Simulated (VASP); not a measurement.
# Sn (I4_1/amd) in VASP: further runs

The runs below take Sn through single point, with r2SCAN.

Program: VASP 6.6.1. These are calculated values, not measurements. Logs are shortened: lines on timing, memory, paths and dates and some standing lists are left out, and cuts for length are marked.

## (1) The cell of the first run

Symmetry: I4_1/amd, No. 141, tetragonal system. Conventional cell: a = 4.590 Å, b = 4.590 Å, c = 6.248 Å, α = 90.00°, β = 90.00°, γ = 90.00°. Within 3.7 Å of Sn (site symmetry -4m2) lie 4 Sn at 2.78 Å.

## (2) Single point, r2SCAN (strain -0.0375 x Voigt [0, 0, 1, 0, 0, 0])

POSCAR

```
Sn
1.0
    0.0000000000      3.2456000000      3.1238900000
    3.2456000000      0.0000000000      3.1238900000
    3.2456000000      3.2456000000      0.0000000000
Sn
2
Direct
    0.5000000000      0.5000000000      0.5000000000
    0.7500000000      0.7500000000      0.7500000000
```

INCAR.step1

```
PREC = Accurate
ENCUT = 520
ISMEAR = 0
SIGMA = 0.15
LREAL = F
LASPH = T
NELM = 80
NBANDS = 21
GGA = PE
ALGO = Normal
EDIFF = 1E-4
LWAVE = T
LCHARG = F
```

INCAR.step2

```
PREC = Accurate
ENCUT = 520
EDIFF = 1E-6
ISMEAR = 0
SIGMA = 0.15
LREAL = F
LASPH = T
NELM = 80
ALGO = Normal
ISIF = 2
LWAVE = F
LCHARG = F
METAGGA = R2SCAN
LMIXTAU = T
NBANDS = 21
ISTART = 1
```

KPOINTS

```
regular mesh
0
Gamma
  12 12 12
```

Potentials or basis: VASP PAW PBE potentials, release 64 (Sn_d).

On the command line:

```console
cat potpaw_PBE.64/Sn_d/POTCAR > POTCAR
cp INCAR.step1 INCAR
mpirun -np 1 vasp_std > vasp.out
cp INCAR.step2 INCAR
mpirun -np 1 vasp_std > vasp.out
```

OUTCAR:

```text
PREC = Accurate
   ENCUT = 520
   EDIFF = 1E-6
   ISMEAR = 0
   LREAL = F
   LASPH = T
   NELM = 80
   ISIF = 2
   METAGGA = R2SCAN
   ISTART = 1

 ion  position               nearest neighbor table
   1  0.500  0.500  0.500-   2 2.78   2 2.78   2 2.78   2 2.78
   2  0.750  0.750  0.750-   1 2.78   1 2.78   1 2.78   1 2.78

  LATTYP: Found a body centered tetragonal cell.
 ALAT       =     4.5899715380
 C/A-ratio  =     1.3611805538

  Lattice vectors:

 A1 = (   0.0000000000,  -3.2456000000,  -3.1238900000)
 A2 = (   0.0000000000,   3.2456000000,  -3.1238900000)
 A3 = (   3.2456000000,   0.0000000000,   3.1238900000)

Analysis of symmetry for initial positions (statically):
=====================================================================
 Subroutine PRICEL returns:
 Original cell was already a primitive cell.

 Routine SETGRP: Setting up the symmetry group for a
 body centered tetragonal supercell.

 Subroutine GETGRP returns: Found 16 space group operations
 (whereof  8 operations were pure point group operations)
 out of a pool of 16 trial point group operations.

The static configuration has the point symmetry D_2d.
 The point group associated with its full space group is D_4h.

Analysis of symmetry for dynamics (positions and initial velocities):
=====================================================================
 Subroutine PRICEL returns:
 Original cell was already a primitive cell.

 Routine SETGRP: Setting up the symmetry group for a
 body centered tetragonal supercell.

 Subroutine GETGRP returns: Found 16 space group operations
 (whereof  8 operations were pure point group operations)
 out of a pool of 16 trial point group operations.

The dynamic configuration has the point symmetry D_2d.
 The point group associated with its full space group is D_4h.

 Subroutine INISYM returns: Found 16 space group operations
 (whereof  8 operations are pure point group operations),
 and found     1 'primitive' translations

----------------------------------------------------------------------------------------

                                     Primitive cell

  volume of cell :      65.8136

  direct lattice vectors                    reciprocal lattice vectors
     0.000000000  3.245600000  3.123890000    -0.154054720  0.154054720  0.160056852
     3.245600000  0.000000000  3.123890000     0.154054720 -0.154054720  0.160056852
     3.245600000  3.245600000  0.000000000     0.154054720  0.154054720 -0.160056852

  length of vectors
     4.504731745  4.504731745  4.589971538     0.270340359  0.270340359  0.270340359

  position of ions in fractional coordinates (direct lattice)
     0.500000000  0.500000000  0.500000000
     0.750000000  0.750000000  0.750000000

  ion indices of the primitive-cell ions
   primitive index   ion index
                 1           1
                 2           2

----------------------------------------------------------------------------------------

 KPOINTS: regular mesh

Automatic generation of k-mesh.
 Grid dimensions read from file:
 generate k-points for:   12   12   12

 Generating k-lattice:

  Cartesian coordinates                     Fractional coordinates (reciprocal lattice)
    -0.012837893  0.012837893  0.013338071     0.083333333  0.000000000  0.000000000
     0.012837893 -0.012837893  0.013338071     0.000000000  0.083333333  0.000000000
     0.012837893  0.012837893 -0.013338071     0.000000000  0.000000000  0.083333333

  Length of vectors
     0.022528363  0.022528363  0.022528363

  Shift w.r.t. Gamma in fractional coordinates (k-lattice)
     0.000000000  0.000000000  0.000000000

 Subroutine IBZKPT returns following result:
 ===========================================

 Found    163 irreducible k-points:

 Following reciprocal coordinates:
            Coordinates               Weight
  0.000000  0.000000  0.000000      1.000000
  0.083333  0.000000  0.000000      8.000000
  0.166667  0.000000  0.000000      8.000000
  0.250000 -0.000000  0.000000      8.000000
  0.333333  0.000000  0.000000      8.000000
  0.416667 -0.000000  0.000000      8.000000
[... 16 lines left out ...]
  0.500000  0.166667  0.000000      8.000000
 -0.416667  0.166667  0.000000      8.000000
 [... further k-points ...]
   k-points           NKPTS =    163   k-points in BZ     NKDIM =    163   number of bands    NBANDS=     21
   number of dos      NEDOS =    301   number of ions     NIONS =      2
   total plane-waves  NPLWV =  46656
   dimension x,y,z NGX =    36 NGY =   36 NGZ =   36
   dimension x,y,z NGXF=    72 NGYF=   72 NGZF=   72
   ions per type =               2
   NGX,Y,Z   is equivalent  to a cutoff of  13.29, 13.29, 13.04 a.u.
   NGXF,Y,Z  is equivalent  to a cutoff of  26.57, 26.57, 26.08 a.u.
 SYSTEM =  unknown system
   PREC   = accura    normal or accurate (medium, high low for compatibility)
   ISTART =      1    job   : 0-new  1-cont  2-samecut
   ICHARG =      0    charge: 1-file 2-atom 10-const
   ISPIN  =      1    spin polarized calculation?
   LNONCOLLINEAR =      F non collinear calculations
   LSORBIT =      F    spin-orbit coupling
   LASPH  =      T    aspherical Exc in radial PAW
   ENCUT  =  520.0 eV  38.22 Ry    6.18 a.u.   8.38  8.38  8.53*2*pi/ulx,y,z
   NELM   =     80;   NELMIN=  2; NELMDL=  0     # of ELM steps
   EDIFF  = 0.1E-05   stopping-criterion for ELM
   LREAL  =      F    real-space projection
   EDIFFG = 0.1E-04   stopping-criterion for IOM
   NSW    =      0    number of steps for IOM
   IBRION =     -1    ionic relax: 0-MD 1-quasi-New 2-CG
   NFREE  =      0    steps in history (QN), initial steepest desc. (CG)
   ISIF   =      2    stress and relaxation
   ISYM   =      2    0-nonsym 1-usesym 2-fastsym
   POTIM  = 0.5000    time-step for ionic-motion
   TEBEG  =    0.0;   TEEND  =   0.0 temperature during run
   PSTRESS=    0.0 pullay stress
   NELECT =      28.0000    total number of electrons
   NUPDOWN=      -1.0000    fix difference up-down
   EMIN   =  10.00;   EMAX   =-10.00  energy-range for DOS
   EFERMI =   0.00;   METHOD = LEGACY
   ISMEAR =     0;   SIGMA  =   0.15  broadening in eV -4-tet -1-fermi 0-gaus
   EFERMI_NEDOS =   21; number of points for ismear=-14 and -15
   IALGO  =     38    algorithm
   IMIX   =      4    mixing-type and parameters
     AMIX     =   0.40;   BMIX     =  1.00
     AMIX_MAG =   1.60;   BMIX_MAG =  1.00
  volume/ion in A,a.u.               =      32.91       222.07
  Fermi-wavevector in a.u.,A,eV,Ry     =   1.231277  2.326775 20.627002  1.516042
  Thomas-Fermi vector in A             =   2.366092
   LORBIT       =      0    0 simple, 1 ext, 2 COOP (PROOUT), +10 PAW based schemes
   METAGGA = R2SCAN    functional components
   LHFCALC =     F    Hartree Fock is set to
   AEXX    =    0.0000 exact exchange contribution
   IVDW    =     0    specifies the selected vdW correction
   LEPSILON=     F    determine dielectric tensor
   LRPA    =     F    only Hartree local field effects (RPA)
 non-spin polarized calculation
 Gauss-broadening in eV      SIGMA  =   0.15
  energy-cutoff  :      520.00
  volume of cell :       65.81
 maximum number of plane-waves:      1795
 NGX is ok and might be reduce to    36
   NGX = 17   NGY = 17   NGZ = 17

 number of electron      28.0000015 magnetization

 Free energy of the ion-electron system (eV)
  ---------------------------------------------------
  ext. energy  EPLUGINS =         0.00000000
  ---------------------------------------------------
  free energy    TOTEN  =       -49.43364749 eV

  energy without entropy =      -49.43311681  energy(sigma->0) =      -49.43338215

 E-fermi :   6.0749     XC(G=0):  -9.7732

 val. band max:        5.9298810322   @ k =   0.0833   0.0000   0.0000
 cond. band min:       6.1741852272   @ k =   0.0000   0.0000   0.0000
 fundamental gap:      0.2443041949
 Fermi energy:         6.0748893451

 k-point     1 :       0.0000    0.0000    0.0000
  band No.  band energies     occupation
      1     -16.5082      2.00000
      2     -16.4884      2.00000
      3     -16.4884      2.00000
      4     -16.4274      2.00000
      5     -16.4183      2.00000
      6     -16.0752      2.00000
[... 13 lines left out ...]
     20      14.0229      0.00000
     21      14.5816      0.00000

 k-point     2 :       0.0833    0.0000    0.0000
  band No.  band energies     occupation
      1     -16.5117      2.00000
      2     -16.4952      2.00000
      3     -16.4898      2.00000
      4     -16.4176      2.00000
      5     -16.4095      2.00000
      6     -16.0840      2.00000
[... 13 lines left out ...]
     20      13.4838      0.00000
     21      13.8394      0.00000

 k-point     3 :       0.1667    0.0000    0.0000
  band No.  band energies     occupation
      1     -16.5219      2.00000
      2     -16.5074      2.00000
      3     -16.4875      2.00000
      4     -16.3977      2.00000
      5     -16.3909      2.00000
      6     -16.1014      2.00000
[... 13 lines left out ...]
     20      13.0829      0.00000
     21      13.3833      0.00000

 k-point     4 :       0.2500   -0.0000    0.0000
  band No.  band energies     occupation
      1     -16.5329      2.00000
      2     -16.5173      2.00000
      3     -16.4813      2.00000
      4     -16.3780      2.00000
      5     -16.3723      2.00000
      6     -16.1173      2.00000
[... 13 lines left out ...]
     20      13.1600      0.00000
     21      13.3503      0.00000

 k-point     5 :       0.3333    0.0000    0.0000
  band No.  band energies     occupation
      1     -16.5411      2.00000
      2     -16.5233      2.00000
      3     -16.4742      2.00000
      4     -16.3634      2.00000
      5     -16.3586      2.00000
      6     -16.1283      2.00000
[... 13 lines left out ...]
     20      13.7441      0.00000
     21      13.7652      0.00000
[... 382 lines left out ...]
     20      14.2162      0.00000
     21      14.7732      0.00000

 k-point    22 :       0.4167    0.1667    0.0000
  band No.  band energies     occupation
      1     -16.5571      2.00000
      2     -16.5267      2.00000
      3     -16.4469      2.00000
      4     -16.3459      2.00000
      5     -16.3203      2.00000
      6     -16.1864      2.00000
[... 13 lines left out ...]
     20      15.1257      0.00000
     21      15.5490      0.00000

 k-point    23 :       0.5000    0.1667    0.0000
  band No.  band energies     occupation
      1     -16.5670      2.00000
      2     -16.5324      2.00000
      3     -16.4303      2.00000
      4     -16.3303      2.00000
      5     -16.3244      2.00000
      6     -16.1750      2.00000
[... 13 lines left out ...]
     20      15.4673      0.00000
     21      15.5593      0.00000

 k-point    24 :      -0.4167    0.1667    0.0000
  band No.  band energies     occupation
      1     -16.5705      2.00000
      2     -16.5365      2.00000
      3     -16.4247      2.00000
      4     -16.3359      2.00000
      5     -16.3194      2.00000
      6     -16.1537      2.00000
[... 13 lines left out ...]
     20      14.3390      0.00000
     21      14.7483      0.00000

 [... further k-points ...]
[... 5 lines left out ...]
  --------------------------------------------------------------------------------------
  -------------------------------------------------------------------------------------
  Total        1.3373544      1.3373544      1.8597191      0.0000000      0.0000000      0.0000000
  in kB       32.5567747     32.5567747     45.2733063      0.0000000      0.0000000      0.0000000
  external PRESSURE =      36.7956186 kB  Pullay stress =       0.0000000 kB

 VOLUME and BASIS-vectors are now :
 -----------------------------------------------------------------------------
  energy-cutoff  :      520.00
  volume of cell :       65.81
      direct lattice vectors                 reciprocal lattice vectors
     0.000000000  3.245600000  3.123890000    -0.154054720  0.154054720  0.160056852
     3.245600000  0.000000000  3.123890000     0.154054720 -0.154054720  0.160056852
     3.245600000  3.245600000  0.000000000     0.154054720  0.154054720 -0.160056852

 POSITION                                       TOTAL-FORCE (eV/Angst)
 -----------------------------------------------------------------------------------
      3.24560      3.24560      3.12389         0.000000      0.000000     -0.000000
      4.86840      4.86840      4.68583        -0.000000     -0.000000      0.000000
 -----------------------------------------------------------------------------------
    total drift:                                0.000000      0.000000      0.000000

  FREE ENERGIE OF THE ION-ELECTRON SYSTEM (eV)
  ---------------------------------------------------
  free  energy   TOTEN  =       -49.4336474876 eV

  energy  without entropy=      -49.4331168144  energy(sigma->0) =      -49.43338215
```

Run time: 17 min. Hardware: 1 thread of Oxide Virtual Turin-like, shared host; peak memory 0.3 GiB.

Results:

```
Free energy : -49.4336 eV
Pressure    : 3.7 GPa
```

Stress tensor (GPa, compression positive):
```
3.26 0.00 0.00
0.00 3.26 0.00
0.00 0.00 4.53
```

Levels at points of the mesh, in eV from the Fermi level:
```csv
k point,band 11,band 12,band 13,band 14,band 15,band 16,band 17,band 18
"(0.00, 0.00, 0.00)",-11.48,-0.17,-0.17,-0.17,0.10,2.03,2.20,2.20
"(0.50, 0.00, 0.00)",-9.68,-6.84,-1.56,-1.27,0.12,3.20,3.41,5.86
"(0.50, 0.50, 0.00)",-7.98,-7.98,-3.04,-3.04,0.62,0.62,8.35,8.35
"(0.50, 0.00, 0.50)",-8.13,-8.13,-2.81,-2.81,0.89,0.89,8.24,8.24
```

Caveat: the cell differs from its parent crystal (strain -0.0375 x Voigt [0, 0, 1, 0, 0, 0]); the cell stands under pressure; the PAW data sets were made with another functional, which shifts forces and pressure a little; spin-orbit coupling is left out, which moves the levels of the heavy elements.

## (3) Single point, r2SCAN (strain +0.0750 x Voigt [0, 0, 1, 0, 0, 0])

POSCAR

```
Sn
1.0
    0.0000000000      3.2456000000      3.4890200000
    3.2456000000      0.0000000000      3.4890200000
    3.2456000000      3.2456000000      0.0000000000
Sn
2
Direct
    0.5000000000      0.5000000000      0.5000000000
    0.7500000000      0.7500000000      0.7500000000
```

INCAR.step1

```
ALGO     = Normal         # electronic algorithm
EDIFF    = 1E-4           # SCF threshold, eV
ENCUT    = 520            # plane-wave cutoff, eV
GGA      = PE             # functional
ISMEAR   = 0              # smearing method
LASPH    = T              # aspherical terms in the spheres
LCHARG   = F              # write CHGCAR
LREAL    = F              # projectors in reciprocal space
LWAVE    = T              # write WAVECAR
NBANDS   = 21             # bands
NELM     = 60             # most SCF steps
PREC     = Accurate       # precision mode
SIGMA    = 0.15           # smearing width, eV
```

INCAR.step2

```
ALGO     = Normal         # electronic algorithm
EDIFF    = 1E-6           # SCF threshold, eV
ENCUT    = 520            # plane-wave cutoff, eV
ISIF     = 2              # what is computed and relaxed
ISMEAR   = 0              # smearing method
ISTART   = 1            
LASPH    = T              # aspherical terms in the spheres
LCHARG   = T              # write CHGCAR
LELF     = T              # ELF
LMIXTAU  = T            
LREAL    = F              # projectors in reciprocal space
LVHAR    = T            
LWAVE    = F              # write WAVECAR
METAGGA  = R2SCAN         # meta-GGA
NBANDS   = 21             # bands
NELM     = 60             # most SCF steps
PREC     = Accurate       # precision mode
SIGMA    = 0.15           # smearing width, eV
```

KPOINTS

```
k-points
0
Gamma
  12 12 12
```

Potentials or basis: VASP PAW PBE potentials, release 64 (Sn_d).

On the command line:

```console
cat potpaw_PBE.64/Sn_d/POTCAR > POTCAR
cp INCAR.step1 INCAR
mpirun -np 1 vasp_std > vasp.out
cp INCAR.step2 INCAR
mpirun -np 1 vasp_std > vasp.out
```

Run time: 16 min. Hardware: 1 thread of Oxide Virtual Turin-like, shared host; peak memory 0.32 GiB.

It converged, with:

* Free energy: -49.4543 eV
* Pressure: -1.5 GPa
* Band gap on the k mesh: zero (bands 14 and 15 overlap by 0.25 eV)

Stress tensor (GPa, compression positive):
```
-0.60  0.00  0.00
 0.00 -0.60  0.00
 0.00  0.00 -3.32
```

Levels at points of the mesh, in eV from the Fermi level:
```tsv
k point	band 10	band 11	band 12	band 13	band 14	band 15	band 16	band 17	band 18	band 19
(0.00, 0.00, 0.00)	-21.94	-10.64	-0.94	-0.35	0.17	0.17	2.12	2.12	2.44	5.33
(0.50, 0.00, 0.00)	-21.90	-9.07	-6.33	-1.42	-0.90	-0.08	3.26	3.46	6.00	8.39
(0.50, 0.50, 0.00)	-21.87	-7.78	-7.78	-2.18	-2.18	1.30	1.30	7.58	7.58	9.06
(0.50, 0.00, 0.50)	-21.90	-7.53	-7.53	-2.56	-2.56	0.83	0.83	7.48	7.48	9.02
```

Caveat: the cell differs from its parent crystal (strain +0.0750 x Voigt [0, 0, 1, 0, 0, 0]); the PAW data sets were made with another functional, which shifts forces and pressure a little; spin-orbit coupling is left out, which moves the levels of the heavy elements.

[end of part 1 of 2]

The gap in the log of VASP goes by the Fermi energy; the results here count the filled bands.